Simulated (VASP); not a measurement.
# TiC: single point with PBE+U

The system is TiC.

```
Ti C
1.0
     0.00000    2.21953    2.21953
     2.21953    0.00000    2.21953
     2.21953    2.21953    0.00000
Ti C
1 1
Direct
  0.00000 0.00000 0.00000
  0.50000 0.50000 0.50000
```

```json
{
  "Program": "VASP 6.6.1",
  "Task": "single point",
  "Functional": "PBE",
  "Potentials or basis": "VASP PAW PBE potentials, release 64 (Ti_sv, C)",
  "Cutoff": "520 eV",
  "k mesh": "11 × 11 × 11",
  "Occupations": "fermi-dirac, width 0.05 eV",
  "Spin": "no spin polarisation",
  "Hubbard terms": "Ti d U = 8.0 eV",
  "Dipole correction": "no",
  "Further INCAR settings": "ALGO = Normal; EDIFF = 1e-07; NBANDS = 15"
}
```

| Property | Result |
| --- | --- |
| Pressure | 3.3 GPa |
| Band gap on the k mesh | zero (band 8 reaches 10.77 eV, above the bottom of band 9 at 8.94 eV) |

Levels at points of the mesh, in eV from the Fermi level:
```
           k point  band 4  band 5  band 6  band 7  band 8  band 9  band 10  band 11  band 12  band 13
(0.00, 0.00, 0.00)  -35.17  -12.80    1.11    1.11    1.11    1.19     1.19     1.44     1.44     1.44
```

Eigenvalues of the final occupation matrices:
```
    site  spin  trace               eigenvalues
site 1 d     1   0.80  0.09 0.09 0.09 0.27 0.27
site 1 d     2   0.80  0.09 0.09 0.09 0.27 0.27
```

Run time: 14 s on 1 thread of AMD EPYC 9R45 96-Core Processor (Zen 5), on a shared host, peak memory 0.12 GiB.

Caveat: U without spin polarisation on a metal has little footing; the U is typed as a test and isn't derived for this compound.
